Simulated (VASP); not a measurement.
Input of a VASP 6.6.1 run:

The input INCAR:

```
PREC = Accurate
ENCUT = 600
EDIFF = 1E-6
ISMEAR = 1
SIGMA = 0.01
LREAL = F
LASPH = T
NELM = 120
ALGO = Normal
ISIF = 2
LWAVE = F
LCHARG = T
GGA = PS
LELF = T
LVHAR = T
NBANDS = 8
GGA_COMPAT = F
```

File KPOINTS:

```
regular mesh
0
Gamma
  5 5 5
```

File POSCAR:

```
C
1.0
    4.5506203700      0.0000000000      0.0000000000
    0.0000000000      4.5506203700      0.0000000000
    0.0000000000      0.0000000000      4.5506203700
C
1
Direct
    0.5000000000      0.5000000000      0.5000000000
```

Potentials or basis: VASP PAW PBE potentials, release 64 (C).

Launch:

```sh
$ cat potpaw_PBE.64/C/POTCAR > POTCAR
$ mpirun -np 1 vasp_std > vasp.out
```

(1) What does it give for the band gap on the k mesh?

(2) What does it give for the pressure?

## Answers

(1) zero (band 2 reaches -4.31 eV, above the bottom of band 3 at -4.63 eV).

(2) -1.2 GPa.

Caveat: the PAW data sets were made with another functional, which shifts forces and pressure a little.
